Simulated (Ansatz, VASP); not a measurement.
Y3NbO2 in VASP and in Ansatz

```
Y Nb O
1.0
     3.79169    0.00000    0.00000
     0.00000    3.79169    0.00000
     0.00000    0.00000    8.09045
Y Nb O
3 1 2
Cartesian
  1.8958 1.8958 0.0000
  0.0000 1.8958 2.8229
  1.8958 0.0000 5.2676
  0.0000 0.0000 0.0000
  0.0000 1.8958 6.5540
  1.8958 0.0000 1.5365
```

Change from the starting cell: species swapped into the Zr2CuSb3 type (P-4m2, No. 115).

Alike in both runs: functional PBE; k mesh 6 × 6 × 2; occupations gaussian, width 0.1 eV; no spin polarisation.

Ansatz relaxed the structure, and its values are those at the end. VASP's run is a single point on that final structure, the one shown.

|  | VASP | Ansatz |
| --- | --- | --- |
| version | VASP 6.6.1 | Ansatz 0.2.0 |
| potentials or method | VASP PAW PBE potentials, release 64 (Y_sv, Nb_sv, O), cutoff 520 eV | scalar-relativistic, plane waves, PAW |
| valence electrons in the cell | 58 | 58 |

Ansatz gave:

```
gap on the k mesh at the Fermi level (eV) : none
pressure (GPa)                            : 0.3
```

**Question.** Estimate VASP's values.

**Answer.** gap on the k mesh at the Fermi level (eV): none; pressure (GPa): 0.2.

A gap of «none» marks a metal or a gap that the smearing closes.

The k mesh is coarse, so the values compare programs but aren't converged.
